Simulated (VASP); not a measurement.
Input of a VASP 6.6.1 run:

File INCAR:

```
SYSTEM = TiC
PREC = Accurate
ENCUT = 910
EDIFF = 1E-6
ISMEAR = -1
SIGMA = 0.05
LREAL = .False.
LASPH = .True.
NELM = 200
ALGO = Normal
ISIF = 2
LWAVE = .False.
LCHARG = .False.
LMAXMIX = 4
LDAU = .True.
LDAUTYPE = 2
LDAUL = 2 -1
LDAUU = 4 0
LDAUJ = 0 0
LDAUPRINT = 1
GGA = PE
NBANDS = 15
GGA_COMPAT = .False.
```

Contents of KPOINTS:

```
regular mesh
0
Gamma
  11 11 11
  0 0 0
```

POSCAR

```
TiC
1.0
    0.0000000000      2.1860359459      2.1860359459
    2.1860359459      0.0000000000      2.1860359459
    2.1860359459      2.1860359459      0.0000000000
Ti C
1 1
Direct
    0.0000000000      0.0000000000      0.0000000000
    0.5000000000      0.5000000000      0.5000000000
```

Potentials or basis: VASP PAW PBE potentials, release 64 (Ti_sv, C_h).

The run is started by

```sh
$ cat potpaw_PBE.64/Ti_sv/POTCAR potpaw_PBE.64/C_h/POTCAR > POTCAR
$ mpirun -np 1 vasp_std > vasp.out
```

(1) What does it give for the band gap on the k mesh?

(2) Predict the pressure.

## Answers

(1) zero (bands 8 and 9 overlap by 1.51 eV).

(2) 4.0 GPa.

Caveat: the cell stands under pressure; U without spin polarisation on a metal has little footing; the U is typed as a test and isn't derived for this compound.
